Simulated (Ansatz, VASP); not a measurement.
**Cu in VASP and in Ansatz**

```
CELL_PARAMETERS angstrom
0.00000 2.69813 2.69813
2.69813 0.00000 2.69813
2.69813 2.69813 0.00000
ATOMIC_POSITIONS crystal
Cu 0.12500 0.12500 0.12500
Cu 0.87500 0.87500 0.87500
```

Alike in both runs: task single point; functional BLYP; k mesh 11 × 11 × 11; occupations fermi-dirac, width 0.1 eV; no spin polarisation.

```csv
,VASP,Ansatz
version,VASP 6.6.1,Ansatz 0.2.0
potentials or method,"VASP PAW PBE potentials, release 64 (Cu), cutoff 520 eV","plane waves (420 eV) with PAW, scalar-relativistic"
valence electrons in the cell,22,38
```

|  | VASP | Ansatz | Ansatz less VASP |
| --- | --- | --- | --- |
| pressure (GPa) | 2.3 | 2.0 | -0.32 |

VASP's potentials were made for PBE, not for BLYP. VASP's potentials hold 22 valence electrons a cell and Ansatz's 38, so a difference there can come from the potentials and not from the codes.
